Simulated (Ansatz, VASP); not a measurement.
## One calculation of SnTe, two programs

```
Sn Te
1.0
     5.42500    0.00000    0.00000
    -2.71250    4.69819    0.00000
     0.00000    0.00000    6.51143
Sn Te
2 2
Direct
  0.33333 0.66667 0.95482
  0.66667 0.33333 0.45482
  0.33333 0.66667 0.43018
  0.66667 0.33333 0.93018
```

Change from the starting cell: species swapped into the CdSe type (P6_3mc, No. 186).

Alike in both runs: functional PBE; k mesh 6 × 6 × 4; occupations gaussian, width 0.02 eV; no spin polarisation.

Ansatz relaxed the structure, and its values are those at the end. VASP's run is a single point on that final structure, the one shown.

```csv
,VASP,Ansatz
version,VASP 6.6.1,Ansatz 0.2.0
potentials or method,"VASP PAW PBE potentials, release 64 (Sn_d, Te), cutoff 520 eV","scalar-relativistic, plane waves, PAW"
valence electrons in the cell,40,60
```

|  | VASP | Ansatz | Ansatz less VASP |
| --- | --- | --- | --- |
| gap on the k mesh at the Fermi level (eV) | 0.64 | 0.64 | +0.002 |
| least direct gap on the mesh (eV) | 0.64 | 0.64 | 0.000 |
| pressure (GPa) | 0.0 | 0.0 | +0.01 |

The functional is the same, so the differences come from potentials, cutoffs and numerics. VASP's potentials hold 40 valence electrons a cell and Ansatz's 60, so a difference there can come from the potentials and not from the codes.

Spin-orbit coupling is off throughout.
